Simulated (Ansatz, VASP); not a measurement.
# One calculation of Cl, two programs

```
Cl
1.0
     0.00000    2.38333    2.38333
     2.38333    0.00000    2.38333
     2.38333    2.38333    0.00000
Cl
2
Direct
  0.87500 0.87500 0.87500
  0.12500 0.12500 0.12500
```

Change from the starting cell: volume scaled by 0.43, LAPW.

Alike in both runs: task single point; functional PBEsol; k mesh 12 × 12 × 12; occupations fermi-dirac, width 0.1 eV; no spin polarisation.

|  | VASP | Ansatz |
| --- | --- | --- |
| version | VASP 6.6.1 | Ansatz 0.2.0 |
| potentials or method | VASP PAW PBE potentials, release 64 (Cl), cutoff 520 eV | all-electron LAPW, scalar-relativistic |

VASP gave:

| Property | Result |
| --- | --- |
| pressure (GPa) | 95.0 |

Task: Estimate Ansatz's values.

Result: Pressure (GPa): 94.4.

VASP's potentials were made for PBE, not for PBEsol. Both programs put the cell under a high pressure, so it lies far from rest at this level. Ansatz ran all-electron here, and VASP with PAW potentials.

Noted on VASP's run: the cell as given lies far from equilibrium.
